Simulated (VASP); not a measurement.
Li2Pd: single point with LDA

Li2Pd:

```xyz
3
Lattice="4.2407 0.0000 0.0000 -2.1204 3.6726 0.0000 0.0000 0.0000 2.7410" Properties=species:S:1:pos:R:3 pbc="T T T"
Li    0.0000    2.4484    1.3705
Li    2.1204    1.2242    1.3705
Pd    0.0000    0.0000    0.0000
```

```
Program                : VASP 6.6.1
Task                   : single point
Functional             : LDA
Potentials or basis    : VASP PAW LDA potentials, release 64 (Li_sv, Pd)
Cutoff                 : 520 eV
k mesh                 : 11 × 11 × 15
Occupations            : fermi-dirac, width 0.08 eV
Spin                   : no spin polarisation
Dipole correction      : no
Further INCAR settings : ALGO = Normal; EDIFF = 1e-07; NBANDS = 15
```

The band gap on the k mesh is zero (bands 8 and 9 overlap by 2.29 eV).

Levels at points of the mesh, in eV from the Fermi level:
```
           k point  band 5  band 6  band 7  band 8  band 9  band 10  band 11  band 12
(0.00, 0.00, 0.00)   -2.86   -2.86   -1.06   -1.06    4.13     4.13     5.48     5.48
```

Run time: 42 s on 1 thread of Intel(R) Xeon(R) Platinum 8124M CPU @ 3.00GHz (Skylake/Cascade Lake), on a shared host, peak memory 0.19 GiB.
